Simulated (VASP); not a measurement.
# VNiC4N4 (P-43m) in VASP: a series of runs

Runs on VNiC4N4. Level: PBE. Tasks: single point.

All numbers are computed with VASP 6.6.1; they aren't measurements. Logs are shortened: lines on timing, memory, paths and dates and some standing lists are left out, and cuts for length are marked.

### 1 The cell of the first run

Symmetry: P-43m, No. 215, cubic system. The conventional cell has a = 5.859 Å, b = 5.859 Å, c = 5.859 Å, α = 90.00°, β = 90.00°, γ = 90.00°. Within 2.7 Å of V (site symmetry -43m) lie 4 C at 2.01 Å. Ni (site symmetry -43m) has 4 N at 1.89 Å within 2.5 Å. Within 1.6 Å of C (site symmetry 3m) lie 1 N at 1.18 Å. Within 1.6 Å of N (site symmetry 3m) lie 1 C at 1.18 Å.

### 2 Single point, PBE, collinear spin, ferromagnetic start

File INCAR:

```
PREC     = Accurate       # precision mode
ENCUT    = 520            # plane-wave cutoff, eV
EDIFF    = 1E-7           # SCF threshold, eV
ISMEAR   = 0              # smearing method
SIGMA    = 0.1            # smearing width, eV
LREAL    = F              # projectors in reciprocal space
LASPH    = T              # aspherical terms in the spheres
NELM     = 150            # most SCF steps
ALGO     = Normal         # electronic algorithm
ISIF     = 2              # what is computed and relaxed
LWAVE    = F              # write WAVECAR
LCHARG   = F              # write CHGCAR
ISPIN    = 2              # spin polarisation
MAGMOM   = 2 2 0 0 0 0 0 0 0 0 # initial moments
LORBIT   = 11             # projections on sites
LMAXMIX  = 4              # l up to which the mixer works
GGA      = PE             # functional
NBANDS   = 44             # bands
```

File KPOINTS:

```
regular mesh
0
Gamma
  4 4 4
```

File POSCAR:

```
VNiC4N4
1.0
    5.8585215730      0.0000000000      0.0000000000
    0.0000000000      5.8585215730      0.0000000000
    0.0000000000      0.0000000000      5.8585215730
V Ni C N
1 1 4 4
Direct
    0.0000000000      0.0000000000      0.0000000000
    0.5000000000      0.5000000000      0.5000000000
    0.1979762059      0.1979762059      0.1979762059
    0.1979762059      0.8020237941      0.8020237941
    0.8020237941      0.1979762059      0.8020237941
    0.8020237941      0.8020237941      0.1979762059
    0.3138358425      0.3138358425      0.3138358425
    0.3138358425      0.6861641575      0.6861641575
    0.6861641575      0.3138358425      0.6861641575
    0.6861641575      0.6861641575      0.3138358425
```

Potentials or basis: VASP PAW PBE potentials, release 64 (V_sv, Ni, C, N).

Launch:

```console
cat potpaw_PBE.64/V_sv/POTCAR potpaw_PBE.64/Ni/POTCAR potpaw_PBE.64/C/POTCAR potpaw_PBE.64/N/POTCAR > POTCAR
mpirun -np 1 vasp_std > vasp.out
```

OUTCAR:

```text
PREC = Accurate
   ENCUT = 520
   EDIFF = 1E-7
   ISMEAR = 0
   LREAL = F
   LASPH = T
   NELM = 150
   ISIF = 2
   ISPIN = 2
   LORBIT = 11
   GGA = PE

 ion  position               nearest neighbor table
   1  0.000  0.000  0.000-   3 2.01   4 2.01   5 2.01   6 2.01
   2  0.500  0.500  0.500-   7 1.89   8 1.89   9 1.89  10 1.89
   3  0.198  0.198  0.198-   7 1.18   1 2.01
   4  0.198  0.802  0.802-   8 1.18   1 2.01
   5  0.802  0.198  0.802-   9 1.18   1 2.01
   6  0.802  0.802  0.198-  10 1.18   1 2.01
   7  0.314  0.314  0.314-   3 1.18   2 1.89
   8  0.314  0.686  0.686-   4 1.18   2 1.89
   9  0.686  0.314  0.686-   5 1.18   2 1.89
  10  0.686  0.686  0.314-   6 1.18   2 1.89

  LATTYP: Found a simple cubic cell.
 ALAT       =     5.8585215730

  Lattice vectors:

 A1 = (   5.8585215730,   0.0000000000,   0.0000000000)
 A2 = (   0.0000000000,   5.8585215730,   0.0000000000)
 A3 = (   0.0000000000,   0.0000000000,   5.8585215730)

Analysis of symmetry for initial positions (statically):
=====================================================================
 Subroutine PRICEL returns:
 Original cell was already a primitive cell.

 Routine SETGRP: Setting up the symmetry group for a
 simple cubic supercell.

 Subroutine GETGRP returns: Found 24 space group operations
 (whereof 24 operations were pure point group operations)
 out of a pool of 48 trial point group operations.

The static configuration has the point symmetry T_d .

Analysis of symmetry for dynamics (positions and initial velocities):
=====================================================================
 Subroutine PRICEL returns:
 Original cell was already a primitive cell.

 Routine SETGRP: Setting up the symmetry group for a
 simple cubic supercell.

 Subroutine GETGRP returns: Found 24 space group operations
 (whereof 24 operations were pure point group operations)
 out of a pool of 48 trial point group operations.

The dynamic configuration has the point symmetry T_d .

Analysis of structural, dynamic, and magnetic symmetry:
=====================================================================
 Subroutine PRICEL returns:
 Original cell was already a primitive cell.

 Routine SETGRP: Setting up the symmetry group for a
 simple cubic supercell.

 Subroutine GETGRP returns: Found 24 space group operations
 (whereof 24 operations were pure point group operations)
 out of a pool of 48 trial point group operations.

The overall configuration has the point symmetry T_d .

 Subroutine INISYM returns: Found 24 space group operations
 (whereof 24 operations are pure point group operations),
 and found     1 'primitive' translations

----------------------------------------------------------------------------------------

                                     Primitive cell

  volume of cell :     201.0778

  direct lattice vectors                    reciprocal lattice vectors
     5.858521573  0.000000000  0.000000000     0.170691528  0.000000000  0.000000000
     0.000000000  5.858521573  0.000000000     0.000000000  0.170691528  0.000000000
     0.000000000  0.000000000  5.858521573     0.000000000  0.000000000  0.170691528

  length of vectors
     5.858521573  5.858521573  5.858521573     0.170691528  0.170691528  0.170691528

  position of ions in fractional coordinates (direct lattice)
     0.000000000  0.000000000  0.000000000
     0.500000000  0.500000000  0.500000000
     0.197976206  0.197976206  0.197976206
     0.197976206  0.802023794  0.802023794
     0.802023794  0.197976206  0.802023794
     0.802023794  0.802023794  0.197976206
     0.313835842  0.313835842  0.313835842
     0.313835842  0.686164158  0.686164158
     0.686164158  0.313835842  0.686164158
     0.686164158  0.686164158  0.313835842

  ion indices of the primitive-cell ions
   primitive index   ion index
                 1           1
                 2           2
[... 52 lines left out ...]
   ions per type =               1   1   4   4
   NGX,Y,Z   is equivalent  to a cutoff of  13.62, 13.62, 13.62 a.u.
   NGXF,Y,Z  is equivalent  to a cutoff of  27.24, 27.24, 27.24 a.u.
 SYSTEM =  unknown system
   PREC   = accura    normal or accurate (medium, high low for compatibility)
   ISTART =      0    job   : 0-new  1-cont  2-samecut
   ICHARG =      2    charge: 1-file 2-atom 10-const
   ISPIN  =      2    spin polarized calculation?
   LNONCOLLINEAR =      F non collinear calculations
   LSORBIT =      F    spin-orbit coupling
   LASPH  =      T    aspherical Exc in radial PAW
   ENCUT  =  520.0 eV  38.22 Ry    6.18 a.u.  10.89 10.89 10.89*2*pi/ulx,y,z
   NELM   =    150;   NELMIN=  2; NELMDL= -5     # of ELM steps
   EDIFF  = 0.1E-06   stopping-criterion for ELM
   LREAL  =      F    real-space projection
   EDIFFG = 0.1E-05   stopping-criterion for IOM
   NSW    =      0    number of steps for IOM
   IBRION =     -1    ionic relax: 0-MD 1-quasi-New 2-CG
   NFREE  =      0    steps in history (QN), initial steepest desc. (CG)
   ISIF   =      2    stress and relaxation
   ISYM   =      2    0-nonsym 1-usesym 2-fastsym
   POTIM  = 0.5000    time-step for ionic-motion
   TEBEG  =    0.0;   TEEND  =   0.0 temperature during run
   PSTRESS=    0.0 pullay stress
   NELECT =      59.0000    total number of electrons
   NUPDOWN=      -1.0000    fix difference up-down
   EMIN   =  10.00;   EMAX   =-10.00  energy-range for DOS
   EFERMI =   0.00;   METHOD = LEGACY
   ISMEAR =     0;   SIGMA  =   0.10  broadening in eV -4-tet -1-fermi 0-gaus
   EFERMI_NEDOS =   21; number of points for ismear=-14 and -15
   IALGO  =     38    algorithm
   IMIX   =      4    mixing-type and parameters
     AMIX     =   0.40;   BMIX     =  1.00
     AMIX_MAG =   1.60;   BMIX_MAG =  1.00
  volume/ion in A,a.u.               =      20.11       135.69
  Fermi-wavevector in a.u.,A,eV,Ry     =   1.087854  2.055747 16.101507  1.183427
  Thomas-Fermi vector in A             =   2.224023
   LORBIT       =     11    0 simple, 1 ext, 2 COOP (PROOUT), +10 PAW based schemes
   GGA     = PE    functional components
   LHFCALC =     F    Hartree Fock is set to
   AEXX    =    0.0000 exact exchange contribution
   IVDW    =     0    specifies the selected vdW correction
   LEPSILON=     F    determine dielectric tensor
   LRPA    =     F    only Hartree local field effects (RPA)
 spin polarized calculation
 Gauss-broadening in eV      SIGMA  =   0.10
  energy-cutoff  :      520.00
  volume of cell :      201.08
 maximum number of plane-waves:      5452
 NGX is ok and might be reduce to    48
   NGX = 21   NGY = 21   NGZ = 21

 number of electron      59.0000012 magnetization       0.9999888

 Free energy of the ion-electron system (eV)
  ---------------------------------------------------
  ext. energy  EPLUGINS =         0.00000000
  ---------------------------------------------------
  free energy    TOTEN  =       -80.34434879 eV

  energy without entropy =      -80.31609667  energy(sigma->0) =      -80.33022273

 E-fermi :  -0.3383     XC(G=0):  -7.2490

 val. band max:       -0.3878390535   @ k =   0.5000   0.2500   0.0000
 cond. band min:      -0.2907235691   @ k =   0.5000   0.2500   0.0000
 fundamental gap:      0.0971154845
 Fermi energy:        -0.3383159450

 spin component 1

 k-point     1 :       0.0000    0.0000    0.0000
  band No.  band energies     occupation
      1     -65.6829      1.00000
      2     -39.5381      1.00000
      3     -39.5380      1.00000
      4     -39.5380      1.00000
      5     -18.4148      1.00000
      6     -18.2684      1.00000
[... 429 lines left out ...]
     40       4.5508      0.00000
     41       4.5790      0.00000
 Fermi energy:        -0.3383159450

 spin component 2

 k-point     1 :       0.0000    0.0000    0.0000
  band No.  band energies     occupation
      1     -64.0252      1.00000
      2     -37.8969      1.00000
      3     -37.8969      1.00000
      4     -37.8969      1.00000
      5     -18.4019      1.00000
      6     -18.2573      1.00000
[... 429 lines left out ...]
     40       4.5956      0.00000
     41       5.1006      0.00000
 [bands above 41 left out]

------------------------ aborting loop because EDIFF is reached ----------------------------------------

  FORCE on cell =-STRESS in cart. coord.  units (eV):
  Direction    XX          YY          ZZ          XY          YZ          ZX
  --------------------------------------------------------------------------------------
  -------------------------------------------------------------------------------------
  Total        0.5162937      0.5162937      0.5162937      0.0000000      0.0000000     -0.0000000
  in kB        4.1138014      4.1138014      4.1138014      0.0000000      0.0000000     -0.0000000
  external PRESSURE =       4.1138014 kB  Pullay stress =       0.0000000 kB

 VOLUME and BASIS-vectors are now :
 -----------------------------------------------------------------------------
  energy-cutoff  :      520.00
  volume of cell :      201.08
      direct lattice vectors                 reciprocal lattice vectors
     5.858521573  0.000000000  0.000000000     0.170691528  0.000000000  0.000000000
     0.000000000  5.858521573  0.000000000     0.000000000  0.170691528  0.000000000
     0.000000000  0.000000000  5.858521573     0.000000000  0.000000000  0.170691528

 POSITION                                       TOTAL-FORCE (eV/Angst)
 -----------------------------------------------------------------------------------
      0.00000      0.00000      0.00000         0.000000      0.000000      0.000000
      2.92926      2.92926      2.92926         0.000000      0.000000      0.000000
      1.15985      1.15985      1.15985        -0.156900     -0.156900     -0.156900
      1.15985      4.69867      4.69867        -0.156900      0.156900      0.156900
      4.69867      1.15985      4.69867         0.156900     -0.156900      0.156900
      4.69867      4.69867      1.15985         0.156900      0.156900     -0.156900
      1.83861      1.83861      1.83861         0.176520      0.176520      0.176520
      1.83861      4.01991      4.01991         0.176520     -0.176520     -0.176520
      4.01991      1.83861      4.01991        -0.176520      0.176520     -0.176520
      4.01991      4.01991      1.83861        -0.176520     -0.176520      0.176520
 -----------------------------------------------------------------------------------
    total drift:                               -0.000000     -0.000000     -0.000000

  FREE ENERGIE OF THE ION-ELECTRON SYSTEM (eV)
  ---------------------------------------------------
  free  energy   TOTEN  =       -80.3443487945 eV

  energy  without entropy=      -80.3160966666  energy(sigma->0) =      -80.33022273

 total charge

# of ion       s       p       d       tot
------------------------------------------
    1        2.299   6.231   3.007  11.537
    2        0.424   0.648   8.246   9.318
    3        0.958   1.653   0.000   2.611
    4        0.958   1.653   0.000   2.611
    5        0.958   1.653   0.000   2.611
    6        0.958   1.653   0.000   2.611
    7        1.306   2.555   0.000   3.861
    8        1.306   2.555   0.000   3.861
    9        1.306   2.555   0.000   3.861
   10        1.306   2.555   0.000   3.861
--------------------------------------------------
tot         11.779  23.714  11.253  46.745

 magnetization (x)

# of ion       s       p       d       tot
------------------------------------------
    1        0.017   0.020   1.649   1.686
    2       -0.004  -0.028  -0.944  -0.976
    3       -0.009  -0.030   0.000  -0.039
    4       -0.009  -0.030   0.000  -0.039
    5       -0.009  -0.030   0.000  -0.039
    6       -0.009  -0.030   0.000  -0.039
    7       -0.004   0.036   0.000   0.032
    8       -0.004   0.036   0.000   0.032
    9       -0.004   0.036   0.000   0.032
   10       -0.004   0.036   0.000   0.032
--------------------------------------------------
tot         -0.040   0.017   0.705   0.681
```

Wall time 6.1 min (1 thread of Intel Xeon Platinum 8259CL at 2.50GHz (Skylake/Cascade Lake), shared host); peak memory 0.47 GiB.

What came out:

- Free energy: -80.3443 eV
- Pressure: 0.4 GPa
- Largest force: 0.306 eV/Å
- Band gap on the k mesh: zero (filled and empty bands overlap)
- Net moment: 1.00 μB per cell
- Site moments: V +1.69; Ni -0.98; C -0.04; N +0.03 μB
- Valence electrons inside the program's atomic spheres: V 11.54; Ni 9.32; C 2.61; N 3.86

Forces on the atoms (eV/Å):
```
V    0.000  0.000  0.000
Ni   0.000  0.000  0.000
C   -0.157 -0.157 -0.157
C   -0.157  0.157  0.157
C    0.157 -0.157  0.157
C    0.157  0.157 -0.157
N    0.177  0.177  0.177
N    0.177 -0.177 -0.177
N   -0.177  0.177 -0.177
N   -0.177 -0.177  0.177
```

Caveat: a cell with one magnetic atom can't hold antiferromagnetic order, which such compounds often take. With open d or f shells a metallic result of PBE can be an artefact of self-interaction; +U or a hybrid may open a gap.

(Continued in part 2 of 2.)

The gap in the log of VASP goes by the Fermi energy; the results here count the filled bands.